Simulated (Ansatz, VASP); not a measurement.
# One calculation of AlNi, two programs

File INCAR:

```
SYSTEM = AlNi
  PREC = Accurate
  ENCUT = 600
  EDIFF = 1E-6
  ISMEAR = 0
  SIGMA = 0.05
  LREAL = .False.
  LASPH = .True.
  NELM = 120
  ALGO = Normal
  ISIF = 2
  LWAVE = .False.
  LCHARG = .False.
  GGA = CA
  NBANDS = 14
  GGA_COMPAT = .False.
```

File KPOINTS:

```
Automatic mesh
0
Gamma
  12 12 12
  0 0 0
```

POSCAR

```
AlNi
1.0
    2.8810014521      0.0000000000      0.0000000000
    0.0000000000      2.8810014521      0.0000000000
    0.0000000000      0.0000000000      2.8810014521
Al Ni
1 1
Direct
    0.0000000000      0.0000000000      0.0000000000
    0.5000000000      0.5000000000      0.5000000000
```

Input for Ansatz:

```yaml
crystal:
  lattice:
    - [2.8810014521, 0.0, 0.0]
    - [0.0, 2.8810014521, 0.0]
    - [0.0, 0.0, 2.8810014521]
  atoms:
    - { symbol: Al, position: [0.0, 0.0, 0.0] }
    - { symbol: Ni, position: [0.5, 0.5, 0.5] }
basis:
  ecutwfc: 420
  ecutrho_ratio: 4
kpoints:
  mp_grid: { grid: [12, 12, 12] }
hamiltonian:
  xc: lda
scf:
  occupations: { method: gaussian, width: 0.05 }
  mixing: { algorithm: msr1, beta: 0.5, ndim: 2 }
  algorithm: direct_min
output:
  forces: true
  stress: true
```

Alike in both runs: task single point; functional LDA; k mesh 12 × 12 × 12; occupations gaussian, width 0.05 eV; no spin polarisation.

|  | VASP | Ansatz |
| --- | --- | --- |
| version | VASP 6.6.1 | Ansatz 0.2.0 |
| potentials or method | VASP PAW LDA potentials, release 64 (Al, Ni), cutoff 600 eV | scalar-relativistic, plane waves, PAW |
| valence electrons in the cell | 13 | 21 |

```tsv
	VASP	Ansatz	Ansatz less VASP
gap on the k mesh at the Fermi level (eV)	none	none	-
pressure (GPa)	-8.1	-8.4	-0.34
```

LDA's correlation is that of Perdew and Zunger in VASP and of Perdew and Wang (1992) in Ansatz. A gap of «none» marks a metal or a gap that the smearing closes. VASP's potentials hold 13 valence electrons a cell and Ansatz's 21, so a difference there can come from the potentials and not from the codes.
